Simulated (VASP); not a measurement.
# SnS4: single point with PBE

Crystal: SnS4.

```xyz
5
Lattice="-3.1307 3.1307 3.1307 3.1307 -3.1307 3.1307 3.1307 3.1307 -3.1307" Properties=species:S:1:pos:R:3 pbc="T T T"
Sn    0.0000    0.0000    0.0000
S     1.7130   -1.7130    1.7130
S     1.4177    1.4177    1.4177
S     1.7130    1.7130   -1.7130
S    -1.7130    1.7130    1.7130
```

- Program: VASP 6.6.1
- Task: single point
- Functional: PBE
- Potentials or basis: VASP PAW PBE potentials, release 64 (Sn_d, S)
- Cutoff: 520 eV
- k mesh: 4 × 4 × 4
- Occupations: gaussian, width 0.1 eV
- Spin: no spin polarisation
- Dipole correction: no
- Further INCAR settings: ALGO = Normal; EDIFF = 1e-06; NBANDS = 27

```
Pressure               : -0.2 GPa
Largest force          : 0.027 eV/Å
Band gap on the k mesh : zero (band 19 reaches 4.35 eV, above the bottom of band 20 at 2.22 eV)
```

Forces in eV/Å, atoms in the order of the input:
```
Sn   0.000  0.000  0.000
S    0.016 -0.016  0.016
S   -0.016 -0.016 -0.016
S    0.016  0.016 -0.016
S   -0.016  0.016  0.016
```

Levels at points of the mesh, in eV from the Fermi level:
| k point | band 16 | band 17 | band 18 | band 19 | band 20 | band 21 |
| --- | --- | --- | --- | --- | --- | --- |
| (0.00, 0.00, 0.00) | -2.80 | 0.07 | 0.07 | 0.07 | 1.05 | 1.05 |
| (0.50, 0.00, 0.00) | -1.67 | -1.54 | -0.85 | -0.69 | 0.20 | 0.34 |
| (0.50, 0.50, 0.50) | -0.41 | -0.41 | -0.41 | 0.93 | 0.93 | 0.93 |

Run time: 22 s on 1 thread of Intel(R) Xeon(R) Platinum 8559C (Emerald Rapids), with other jobs on the host, peak memory 0.23 GiB.

Caveat: spin-orbit coupling is left out, which moves the levels of the heavy elements.
